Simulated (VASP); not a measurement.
Runs of VASP 6.6.1 on SnBi3O. The structure is that of space group Pm-3m (No. 221), or close to it. The cells are those of the table. The cell was generated, and may not be a known phase.

```tsv
task	cell	k mesh	cutoff (eV)	gap on the mesh (eV)	pressure (GPa)	relaxed volume (Å³/atom)
single point	a = 5.055 Å, 5 atoms	8 × 8 × 8	520	none	0.0	-
relaxation of cell and atoms	relaxed from a = 5.059 Å, 5 atoms	8 × 8 × 8	600	none	0.0	(a)
single point	a = 5.059 Å, 5 atoms	4 × 4 × 4	520	none	-0.2	-
single point	a = 5.206 Å, 5 atoms	4 × 4 × 4	520	none	-4.5	-
relaxation of cell and atoms	relaxed from a = 5.206 Å, 5 atoms	4 × 4 × 4	600	none	0.0	25.84
```

Alike in all rows: level PBE; potentials or basis VASP PAW PBE potentials, release 64 (Sn_d, Bi_d, O); no spin polarisation; smearing gaussian 0.1 eV.

Q: Fill in the values left out.

A: (a) 25.82.

Caveats: spin-orbit coupling is left out, which moves the levels of the heavy elements; the cell stands under tension (at least some runs).

A k mesh can miss the band edges, and the runs leave out spin-orbit coupling on Bi, Sn.

A gap of «none» marks levels without a gap at the run's occupations.
